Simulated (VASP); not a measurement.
Here is a VASP 6.6.1 calculation.

Contents of INCAR:

```
SYSTEM = H6WC16
PREC = Accurate
ENCUT = 520
EDIFF = 1E-6
ISMEAR = 0
SIGMA = 0.02
LREAL = Auto
LASPH = .True.
NELM = 80
ALGO = Normal
ISIF = 2
LWAVE = .False.
LCHARG = .False.
GGA = PE
NBANDS = 59
```

The input KPOINTS:

```
regular mesh
0
Gamma
  3 3 1
  0 0 0
```

File POSCAR:

```
H6WC16
1.0
    5.0487420000      0.0000000000      0.0000000000
    2.5243710000      4.3723390000      0.0000000000
    0.0000000000      0.0000000000     17.7764260000
H C W
6 16 1
Direct
    0.1666666800      0.1666666700      0.0562542800
    0.6666667300      0.1666666700      0.0562542800
    0.1666666900      0.6666667000      0.0562542800
    0.6666667300      0.6666667000      0.0562542800
   -0.0000720745      0.4998018382      0.3238158993
    0.6670681064      0.1669792205      0.4454891735
    0.1666666800      0.1666666700      0.1181339800
    0.6666667300      0.1666666700      0.1181339800
    0.1666666900      0.6666667000      0.1181339800
    0.6666667300      0.6666667000      0.1181339800
   -0.1666666700      0.3333333500      0.1471209700
    0.3333333700      0.3333333500      0.1471209700
   -0.1666666600      0.8333333700      0.1471209700
    0.3333333800      0.8333333700      0.1471209700
   -0.1658166282      0.3341626634      0.2338520815
    0.3317474722      0.3341540509      0.2338818125
   -0.1658263809      0.8317298696      0.2338692248
    0.3334986040      0.8333569109      0.2406846431
   -0.0007785120      0.0004362488      0.2634219218
    0.5005866466      0.0005129636      0.2634697289
    0.0000008588      0.5000004782      0.2611203703
    0.5005590005      0.4990494472      0.2634492391
    1.6670102167      0.1667031855      0.3485267005
```

Potentials or basis: VASP PAW PBE potentials, release 64 (H, C, W_sv).

The run is started by

```console
$ cat potpaw_PBE.64/H/POTCAR potpaw_PBE.64/C/POTCAR potpaw_PBE.64/W_sv/POTCAR > POTCAR
$ mpirun -np 1 vasp_std > vasp.out
```

Estimate the band gap on the k mesh.

zero (filled and empty bands touch).

Estimate the largest force.

1.377 eV/Å.

Forces in eV/Å, atoms in the order of the input:
```
H    0.000 -0.017 -0.216
H    0.000  0.000 -0.171
H    0.016  0.009 -0.216
H   -0.014  0.008 -0.216
H    0.003  0.004  0.017
H    0.000 -0.001  0.024
C    0.001 -0.119  1.296
C    0.000  0.000  1.059
C    0.103  0.059  1.298
C   -0.103  0.060  1.294
C   -0.084 -0.048 -1.373
C    0.085 -0.048 -1.365
C    0.001  0.097 -1.368
C    0.009  0.000 -0.173
C    0.010 -0.001  0.000
C   -0.006  0.007 -0.008
C    0.010 -0.013  0.000
C   -0.014 -0.004  0.027
C    0.012 -0.009  0.008
C   -0.024 -0.008 -0.005
C    0.006 -0.001  0.010
C   -0.008  0.026 -0.002
W   -0.004  0.000  0.080
```

Caveat: the k points lie up to 0.48 Å⁻¹ apart; there is no dipole correction, which matters where the two faces differ; spin-orbit coupling is left out, which moves the levels of the heavy elements.
